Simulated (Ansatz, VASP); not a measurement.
**BP in VASP and in Ansatz**

The input POSCAR:

```
BP
1.0
    0.0000000000      2.3597600000      2.0874800000
    2.3597600000      0.0000000000      2.0874800000
    2.3597600000      2.3597600000      0.0000000000
B P
1 1
Direct
    0.0000000000      0.0000000000      0.0000000000
    0.7500000000      0.7500000000      0.7500000000
```

INCAR.step1

```
SYSTEM = BP
ALGO = Normal
EDIFF = 1E-4
ENCUT = 520
GGA = PE
ISMEAR = 0
LASPH = .TRUE.
LCHARG = .FALSE.
LREAL = .FALSE.
LWAVE = .TRUE.
NBANDS = 11
NELM = 80
PREC = Accurate
SIGMA = 0.05
```

INCAR.step2

```
SYSTEM = BP
ALGO = Normal
EDIFF = 1E-6
ENCUT = 520
ISIF = 2
ISMEAR = 0
ISTART = 1
LASPH = .TRUE.
LCHARG = .FALSE.
LMIXTAU = .TRUE.
LREAL = .FALSE.
LWAVE = .FALSE.
METAGGA = R2SCAN
NBANDS = 11
NELM = 80
PREC = Accurate
SIGMA = 0.05
```

File KPOINTS:

```
k-points
0
G
  10 10 10
  0 0 0
```

Input for Ansatz:

```yaml
crystal:
  lattice:
    - [0.0, 2.35976, 2.08748]
    - [2.35976, 0.0, 2.08748]
    - [2.35976, 2.35976, 0.0]
  atoms:
    - { symbol: B, position: [0.0, 0.0, 0.0] }
    - { symbol: P, position: [0.75, 0.75, 0.75] }
basis:
  ecutwfc: 500
kpoints:
  mp_grid: { grid: [10, 10, 10] }
hamiltonian:
  xc: r2scan
scf:
  occupations: { method: gaussian, width: 0.05 }
output:
  forces: true
  stress: true
  eigenvalues: true
```

Change from the starting cell: strain +0.040 along x and y, -0.080 along z, atoms carried along.

Alike in both runs: task single point; functional r2SCAN; k mesh 10 × 10 × 10; occupations gaussian, width 0.05 eV; no spin polarisation.

|  | VASP | Ansatz |
| --- | --- | --- |
| version | VASP 6.6.1 | Ansatz 0.2.0 |
| potentials or method | VASP PAW PBE potentials, release 64 (B, P), cutoff 520 eV | scalar-relativistic, plane waves, PAW |
| valence electrons in the cell | 8 | 8 |

|  | VASP | Ansatz | Ansatz less VASP |
| --- | --- | --- | --- |
| gap on the k mesh at the Fermi level (eV) | none | none | - |
| pressure (GPa) | -0.1 | 0.4 | +0.51 |
| traceless stress, the component that is largest in VASP (GPa) | 19.63 | 19.52 | -0.107 |

VASP's potentials were made for PBE, not for r2SCAN. A gap of «none» marks a metal or a gap that the smearing closes. The functional is the same, so the differences come from potentials, cutoffs and numerics.
